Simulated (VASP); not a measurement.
## TcIr: single point with LDA

Crystal: TcIr.

```xyz
2
Lattice="3.0495 0.0000 0.0000 0.0000 3.0495 0.0000 0.0000 0.0000 3.0495" Properties=species:S:1:pos:R:3 pbc="T T T"
Ir    0.0000    0.0000    0.0000
Tc    1.5248    1.5248    1.5248
```

```json
{"Program": "VASP 6.6.1", "Task": "single point", "Functional": "LDA", "Potentials or basis": "VASP PAW LDA potentials, release 64 (Ir_sv_GW, Tc_sv)", "Cutoff": "560 eV", "k mesh": "7 × 7 × 7", "Occupations": "gaussian, width 0.05 eV", "Spin": "no spin polarisation"}
```

| Item | Value |
| --- | --- |
| Pressure | -0.3 GPa |
| Band gap on the k mesh | zero (bands 16 and 17 overlap by 1.70 eV) |

Levels at points of the mesh, in eV from the Fermi level:
```
           k point  band 13  band 14  band 15  band 16  band 17  band 18  band 19  band 20
(0.00, 0.00, 0.00)    -3.25    -3.25    -0.01    -0.01     2.29     2.29     2.29     8.56
```

It took 18 s on 1 thread of AMD EPYC 7R43 64-Core Processor (Zen 3), with other jobs on the host, peak memory 0.1 GiB.

Caveat: spin-orbit coupling is left out, which moves the levels of the heavy elements.
